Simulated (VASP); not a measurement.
# BiN (P6_3/mmc) in VASP: further runs, part 2 of 2

VASP 6.6.1. Earlier steps stand in the parts before.

### Step 3. Relaxation of cell and atoms, PBEsol

This run uses another cell than the first one, of 17.10 Å³/atom, 1.021 times its volume.

INCAR reads:

```
SYSTEM = BiN
PREC = Accurate ; ENCUT = 600
EDIFF = 1E-6 ; ISMEAR = 0
SIGMA = 0.05 ; LREAL = .False.
LASPH = .True. ; NELM = 100
ALGO = Normal ; ISIF = 3
LWAVE = .False. ; LCHARG = .False.
GGA = PS ; IBRION = 2
NSW = 80 ; EDIFFG = -0.01
```

KPOINTS reads:

```
regular mesh
0
Gamma
  10 10 6
  0 0 0
```

POSCAR reads:

```
BiN
1.0
    3.8407566174      0.0000000000      0.0000000000
   -1.9203783087      3.3261928004      0.0000000000
    0.0000000000      0.0000000000      5.3530744344
Bi N
2 2
Direct
    0.0000000000      0.0000000000      0.0000000000
    0.0000000000      0.0000000000      0.5000000000
    0.3333333333      0.6666666667      0.2500000000
    0.6666666667      0.3333333333      0.7500000000
```

Potentials or basis: VASP PAW PBE potentials, release 64 (Bi_d, N).

Command:

```console
cat potpaw_PBE.64/Bi_d/POTCAR potpaw_PBE.64/N/POTCAR > POTCAR
mpirun -np 1 vasp_std > vasp.out
```

OUTCAR:

```text
SYSTEM = BiN
   PREC = Accurate
   ENCUT = 600
   EDIFF = 1E-6
   ISMEAR = 0
   LREAL = .False.
   LASPH = .True.
   NELM = 100
   ISIF = 3
   GGA = PS
   IBRION = 2
   NSW = 80
   EDIFFG = -0.01

 ion  position               nearest neighbor table
   1  0.000  0.000  0.000-   3 2.59   4 2.59   3 2.59   4 2.59   4 2.59   3 2.59   2 2.68   2 2.68

   2  0.000  0.000  0.500-   3 2.59   4 2.59   3 2.59   4 2.59   4 2.59   3 2.59   1 2.68   1 2.68

   3  0.333  0.667  0.250-   1 2.59   2 2.59   1 2.59   2 2.59   1 2.59   2 2.59
   4  0.667  0.333  0.750-   1 2.59   2 2.59   1 2.59   2 2.59   1 2.59   2 2.59

  LATTYP: Found a hexagonal cell.
 ALAT       =     3.8407566174
 C/A-ratio  =     1.3937551810

  Lattice vectors:

 A1 = (   3.8407566174,   0.0000000000,   0.0000000000)
 A2 = (  -1.9203783087,   3.3261928004,   0.0000000000)
 A3 = (   0.0000000000,   0.0000000000,   5.3530744344)
[... 179 lines left out ...]
  ext. energy  EPLUGINS =         0.00000000
  ---------------------------------------------------
  free energy    TOTEN  =       -20.59739881 eV

  energy without entropy =      -20.59544223  energy(sigma->0) =      -20.59642052

------------------------ aborting loop because EDIFF is reached ----------------------------------------

  FORCE on cell =-STRESS in cart. coord.  units (eV):
  Direction    XX          YY          ZZ          XY          YZ          ZX
  --------------------------------------------------------------------------------------
  -------------------------------------------------------------------------------------
  Total       -5.0357625     -5.0357625     19.2592944      0.0000000      0.0000000      0.0000000
  in kB     -117.9799847   -117.9799847    451.2149350      0.0000000      0.0000000      0.0000000
  external PRESSURE =      71.7516552 kB  Pullay stress =       0.0000000 kB
[... 215 lines left out ...]
--------------------------------------- Ionic step        7  -------------------------------------------

 number of electron      40.0000006 magnetization

 Free energy of the ion-electron system (eV)
  ---------------------------------------------------
  ext. energy  EPLUGINS =         0.00000000
  ---------------------------------------------------
  free energy    TOTEN  =       -22.49094913 eV

  energy without entropy =      -22.48905146  energy(sigma->0) =      -22.49000030

 E-fermi :   8.9193     XC(G=0): -11.4872

 val. band max:        8.9167192165   @ k =   0.4000   0.2000   0.3333
 cond. band min:       8.9259598548   @ k =   0.4000   0.0000   0.1667
 fundamental gap:      0.0092406383
 Fermi energy:         8.9193399117

 k-point     1 :       0.0000    0.0000    0.0000
  band No.  band energies     occupation
      1     -14.5348      2.00000
      2     -14.3335      2.00000
      3     -14.3335      2.00000
      4     -14.3130      2.00000
      5     -14.3130      2.00000
      6     -14.2680      2.00000
[... 637 lines left out ...]
     23      11.7269      0.00000
     24      12.6979      0.00000

 [... further k-points ...]
[... 5 lines left out ...]
  --------------------------------------------------------------------------------------
  -------------------------------------------------------------------------------------
  Total        0.0144444      0.0144444     -0.0158129      0.0000000      0.0000000      0.0000000
  in kB        0.3457110      0.3457110     -0.3784642      0.0000000      0.0000000      0.0000000
  external PRESSURE =       0.1043192 kB  Pullay stress =       0.0000000 kB
[... 19 lines left out ...]
  FREE ENERGIE OF THE ION-ELECTRON SYSTEM (eV)
  ---------------------------------------------------
  free  energy   TOTEN  =       -22.4909491307 eV

  energy  without entropy=      -22.4890514598  energy(sigma->0) =      -22.49000030

 reached required accuracy - stopping structural energy minimisation
```

CONTCAR:

```text
BiN
   1.00000000000000
     3.4895700447327447   -0.0000000000000000   -0.0000000000000000
    -1.7447850223663723    3.0220563070078161   -0.0000000000000000
     0.0000000000000000   -0.0000000000000000    6.3477898366969399
  Bi              N
     2     2
Direct
     0.0000000000000000    0.0000000000000000    0.0000000000000000
     0.0000000000000000    0.0000000000000000    0.5000000000000000
     0.3333333332999970    0.6666666667000030    0.2500000000000000
     0.6666666667000030    0.3333333332999970    0.7500000000000000

  0.00000000E+00  0.00000000E+00  0.00000000E+00
  0.00000000E+00  0.00000000E+00  0.00000000E+00
  0.00000000E+00  0.00000000E+00  0.00000000E+00
  0.00000000E+00  0.00000000E+00  0.00000000E+00
```

Wall time 3 min (1 thread of Intel Xeon 6975P-C (Granite Rapids), shared host); peak memory 0.29 GiB.

What came out:

```
Free energy                            : -22.4909 eV
Relaxed volume                         : 16.74 Å³/atom
Relaxed cell                           : a = 3.490 Å, b = 3.490 Å, c = 6.348 Å, α = 90.00°, β = 90.00°, γ = 120.00°
Space group after relaxing (to 0.05 Å) : P6_3/mmc (No. 194)
Energy gained by relaxing              : 473.4 meV/atom
Ionic steps                            : 7
Pressure after relaxing                : 0.0 GPa
Band gap on the k mesh                 : zero (band 20 reaches 9.47 eV, above the bottom of band 21 at 8.38 eV)
```

The path:
| step | energy change (eV) | largest force (eV/Å) | pressure (GPa) | volume (Å³) |
| --- | --- | --- | --- | --- |
| 1 | 0.0000 | 0.0000 | 7.18 | 68.39 |
| 2 | -1.6115 | 0.0000 | -10.96 | 74.35 |
| 3 | -1.6706 | 0.0000 | -8.26 | 73.19 |
| 4 | -1.8606 | 0.0000 | 4.83 | 64.69 |
| 5 | -1.8879 | 0.0000 | 0.84 | 66.74 |
| 6 | -1.8934 | 0.0000 | -0.09 | 66.97 |
| 7 | -1.8936 | 0.0000 | 0.01 | 66.94 |

Final structure:
```yaml
crystal:
  lattice:
    - [3.48957, 0.00000, 0.00000]
    - [-1.74479, 3.02206, 0.00000]
    - [0.00000, 0.00000, 6.34779]
  atoms:
    - { symbol: Bi, position: [0.00000, 0.00000, 0.00000] }
    - { symbol: Bi, position: [0.00000, 0.00000, 0.50000] }
    - { symbol: N, position: [0.33333, 0.66667, 0.25000] }
    - { symbol: N, position: [0.66667, 0.33333, 0.75000] }
```

Levels at points of the mesh, in eV from the Fermi level:
```
           k point  band 16  band 17  band 18  band 19  band 20  band 21  band 22  band 23  band 24
(0.00, 0.00, 0.00)    -2.06    -2.06    -1.40    -1.40    -0.88     1.10     4.23     4.23     5.16
(0.50, 0.00, 0.00)    -5.92    -3.71    -1.60    -1.45    -1.05    -0.54     2.33     2.52     3.81
(0.00, 0.00, 0.50)    -1.82    -1.72    -1.72    -1.72    -1.72     2.71     2.71     4.55     4.55
(0.50, 0.00, 0.50)    -4.52    -3.15    -3.15    -2.87    -2.87     2.48     2.48     3.15     3.15
```

Caveat: the PAW data sets were made with another functional, which shifts forces and pressure a little; spin-orbit coupling is left out, which moves the levels of the heavy elements.
